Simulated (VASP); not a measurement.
Cu:

```xyz
1
Lattice="0.0000 1.8075 1.8075 1.8075 0.0000 1.8075 1.8075 1.8075 0.0000" Properties=species:S:1:pos:R:3 pbc="T T T"
Cu    0.0000    0.0000    0.0000
```

| Quantity | Value |
| --- | --- |
| Program | VASP 6.6.1 |
| Task | relaxation of cell and atoms |
| Functional | RPBE |
| Potentials or basis | VASP PAW PBE potentials, release 64 (Cu) |
| Cutoff | 600 eV |
| k mesh | 13 × 13 × 13 |
| Occupations | fermi-dirac, width 0.05 eV |
| Spin | no spin polarisation |

At the start: pressure 7.2 GPa; volume 11.81 Å³/atom.

Q: How do energy, volume and symmetry change on relaxing?

A: Over 3 steps the energy falls by 13.5 meV/atom and the volume is 12.44 Å³/atom (+5.3 %); space group Fm-3m (No. 225, to 0.1 Å) before and after.

Step by step:
| step | energy change (eV) | largest force (eV/Å) | pressure (GPa) | volume (Å³) |
| --- | --- | --- | --- | --- |
| 1 | 0.0000 | 0.0000 | 7.24 | 11.81 |
| 2 | -0.0108 | 0.0000 | -2.75 | 12.75 |
| 3 | -0.0135 | 0.0000 | 0.02 | 12.44 |

Final structure:
```
Cu
1.0
     0.00000    1.83904    1.83904
     1.83904    0.00000    1.83904
     1.83904    1.83904    0.00000
Cu
1
Direct
  0.00000 0.00000 0.00000
```

Caveat: the PAW data sets were made with another functional, which shifts forces and pressure a little.
